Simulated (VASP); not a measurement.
A run of VASP 6.6.1:

File INCAR:

```
PREC = Accurate ; ENCUT = 520
EDIFF = 1E-6 ; ISMEAR = 0
SIGMA = 0.05 ; LREAL = F
LASPH = T ; NELM = 60
ALGO = Normal ; ISIF = 2
LWAVE = F ; LCHARG = F
GGA = PE ; NBANDS = 30
```

File KPOINTS:

```
regular mesh
0
Gamma
  8 8 8
```

The input POSCAR:

```
ZrAg3
1.0
    4.3288604320      0.0000000000      0.0000000000
    0.0000000000      4.3288604320      0.0000000000
    0.0000000000      0.0000000000      4.3288604320
Zr Ag
1 3
Direct
    0.0000000000      0.0000000000      0.0000000000
    0.0000000000      0.5000000000      0.5000000000
    0.5000000000      0.5000000000      0.0000000000
    0.5000000000      0.0000000000      0.5000000000
```

Potentials or basis: VASP PAW PBE potentials, release 64 (Zr_sv, Ag).

The run is started by

```bash
$ cat potpaw_PBE.64/Zr_sv/POTCAR potpaw_PBE.64/Ag/POTCAR > POTCAR
$ mpirun -np 1 vasp_std > vasp.out
```

Hardware: 1 thread of Intel(R) Xeon(R) 6975P-C (Granite Rapids), with other jobs on the host.

Estimate the wall time of this run.

It took 22 s on 1 thread of Intel(R) Xeon(R) 6975P-C (Granite Rapids), on a shared host, peak memory 0.22 GiB. Counts: scf iterations 12, k points 35.
